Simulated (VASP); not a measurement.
Here is a VASP 6.6.1 calculation.

Contents of INCAR:

```
SYSTEM = Ti
PREC = Accurate ; ENCUT = 520
EDIFF = 1E-7 ; ISMEAR = 0
SIGMA = 0.1 ; LREAL = .FALSE.
LASPH = .TRUE. ; NELM = 80
ALGO = Normal ; ISIF = 2
LWAVE = .FALSE. ; LCHARG = .FALSE.
GGA = PE ; NBANDS = 25
```

The input KPOINTS:

```
regular mesh
0
G
  9 9 14
  0 0 0
```

The input POSCAR:

```
Ti
1.0
    4.5105110140      0.0000000000      0.0000000000
   -2.2552555070      3.9062171221      0.0000000000
    0.0000000000      0.0000000000      2.8334511929
Ti
3
Direct
    0.0000000000      0.0000000000     -0.0750579264
    0.3333333333      0.6666666667      0.5375289632
    0.6666666667      0.3333333333      0.5375289632
```

Potentials or basis: VASP PAW PBE potentials, release 64 (Ti_sv).

Run with:

```console
$ cat potpaw_PBE.64/Ti_sv/POTCAR > POTCAR
$ mpirun -np 1 vasp_std > vasp.out
```

(1) What does it give for the pressure?

(2) Predict the band gap on the k mesh.

(3) Estimate the largest force.

## Answers

(1) 4.4 GPa.

(2) zero (bands 18 and 19 overlap by 0.29 eV).

(3) 1.654 eV/Å.

Caveat: the cell differs from its parent crystal (strained and its atoms moved); the cell stands under pressure; forces of over 1 eV/Å act on the atoms, so gaps and moduli don't describe the material at rest.
